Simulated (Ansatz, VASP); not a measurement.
Rh: VASP beside Ansatz

```
Rh
1.0
    -2.65709    3.05732    1.30425
     3.05732   -2.65709    1.30425
     1.86074    1.86074   -0.57124
Rh
2
Direct
  0.01022 0.98978 0.00000
  0.73978 0.26022 0.50000
```

Alike in both runs: task single point; functional RPBE; k mesh 14 × 14 × 13; occupations fermi-dirac, width 0.1 eV; no spin polarisation.

```csv
,VASP,Ansatz
version,VASP 6.6.1,Ansatz 0.2.0
potentials or method,"VASP PAW PBE potentials, release 64 (Rh_pv), cutoff 520 eV","plane waves (420 eV) with PAW, scalar-relativistic"
valence electrons in the cell,30,34
```

|  | VASP | Ansatz | Ansatz less VASP |
| --- | --- | --- | --- |
| pressure (GPa) | 9.5 | 9.4 | -0.14 |
| traceless stress, the component that is largest in VASP (GPa) | -1.04 | -1.01 | +0.036 |

VASP's potentials were made for PBE, not for RPBE. With one functional, cell and mesh, what is left measures potentials, basis and numerics. VASP's potentials hold 30 valence electrons a cell and Ansatz's 34, so a difference there can come from the potentials and not from the codes.
